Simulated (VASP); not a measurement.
Set up this calculation in VASP 6.6.1, as the native input.

```
Task                   : single point
Functional             : RPBE
Potentials or basis    : VASP PAW PBE potentials, release 64 (Nb_sv)
Cutoff                 : 520 eV
k mesh                 : 20 × 20 × 10
Occupations            : fermi-dirac, width 0.1 eV
Spin                   : no spin polarisation
Dipole correction      : no
Further INCAR settings : ALGO = Normal; EDIFF = 1e-06; NBANDS = 20
```

The structure of Nb lies in POSCAR:

```
Nb
1.0
    2.8871329072      0.0000000000      0.0000000000
   -1.4435664536      2.5003304417      0.0000000000
    0.0000000000      0.0000000000      5.2711110743
Nb
2
Direct
    0.3333333333      0.6666666667      0.2500000000
    0.6666666667      0.3333333333      0.7500000000
```

The input as run:

INCAR

```
ALGO     = Normal         # electronic algorithm
EDIFF    = 1E-6           # SCF threshold, eV
ENCUT    = 520            # plane-wave cutoff, eV
GGA      = RP             # functional
ISIF     = 2              # what is computed and relaxed
ISMEAR   = -1             # smearing method
LASPH    = T              # aspherical terms in the spheres
LCHARG   = T              # write CHGCAR
LELF     = T              # ELF
LREAL    = F              # projectors in reciprocal space
LVHAR    = T            
LWAVE    = F              # write WAVECAR
NBANDS   = 20             # bands
NELM     = 80             # most SCF steps
PREC     = Accurate       # precision mode
SIGMA    = 0.1            # smearing width, eV
```

KPOINTS

```
k-points
0
Gamma
  20 20 10
```

Potentials or basis: VASP PAW PBE potentials, release 64 (Nb_sv).

The run is started by

```console
$ cat potpaw_PBE.64/Nb_sv/POTCAR > POTCAR
$ mpirun -np 1 vasp_std > vasp.out
```

It gave:

The pressure is -0.4 GPa and the band gap on the k mesh is zero (band 13 reaches 12.85 eV, above the bottom of band 14 at 10.11 eV).

Caveat: the PAW data sets were made with another functional, which shifts forces and pressure a little.

Wall time 66 s on 1 thread of Intel(R) Xeon(R) 6975P-C (Granite Rapids) (shared host), peak memory 0.28 GiB.
